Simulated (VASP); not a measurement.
Wanted: the native input for a VASP 6.6.1 run.

```yaml
Task: relaxation of cell and atoms
Functional: PBE
Potentials_or_basis: VASP PAW PBE potentials, release 64 (Na_pv, H)
Cutoff: 500 eV
k_mesh: 9 × 9 × 4
Occupations: gaussian, width 0.1 eV
Spin: no spin polarisation
Dipole_correction: no
Further_INCAR_settings: ALGO = Normal; EDIFF = 1e-07; IBRION = 2; EDIFFG = -0.04; NSW = 90; ISIF = 3
```

The structure of NaH2 lies in POSCAR:

```
NaH2
1.0
    2.7041254300      0.0000000000      0.0000000000
   -1.3520627200      2.3418413200      0.0000000000
    0.0000000000      0.0000000000      5.4234913200
Na H
1 2
Direct
    0.0000000000      0.0000000000      0.5360423600
    0.3333333300      0.6666666700      0.8939953700
    0.0000000000      0.0000000000      0.8367542500
```

The cell was built from a structure type or drawn by symmetry, and may not be a known phase.

The input as run:

INCAR

```
PREC = Accurate ; ENCUT = 500
EDIFF = 1E-7 ; ISMEAR = 0
SIGMA = 0.1 ; LREAL = F
LASPH = T ; NELM = 120
ALGO = Normal ; ISIF = 3
LWAVE = F ; LCHARG = F
GGA = PE ; IBRION = 2
NSW = 90 ; EDIFFG = -0.04
GGA_COMPAT = F ; NELMIN = 4
```

KPOINTS

```
regular mesh
0
Gamma
  9 9 4
```

Potentials or basis: VASP PAW PBE potentials, release 64 (Na_pv, H).

Command:

```sh
$ cat potpaw_PBE.64/Na_pv/POTCAR potpaw_PBE.64/H/POTCAR > POTCAR
$ mpirun -np 1 vasp_std > vasp.out
```

Results of the run:

```json
{
 "Relaxed volume": "12.45 Å³/atom",
 "Relaxed cell": "a = 3.349 Å, b = 3.349 Å, c = 3.845 Å, α = 90.00°, β = 90.00°, γ = 120.00°",
 "Space group after relaxing (to 0.1 Å)": "P-6m2 (No. 187)",
 "Energy gained by relaxing": "425.8 meV/atom",
 "Ionic steps": "35",
 "Pressure after relaxing": "0.0 GPa",
 "Largest force after relaxing": "0.032 eV/Å",
 "Band gap on the k mesh": "zero (an odd number of electrons rules out a gap without spin polarisation)"
}
```

Caveat: a cell axis changed by over 15 % at a fixed basis, so the end point is rough.

It took 4.1 min on 1 thread of Intel(R) Xeon(R) Platinum 8488C (Sapphire Rapids), with other jobs on the host, peak memory 0.14 GiB.
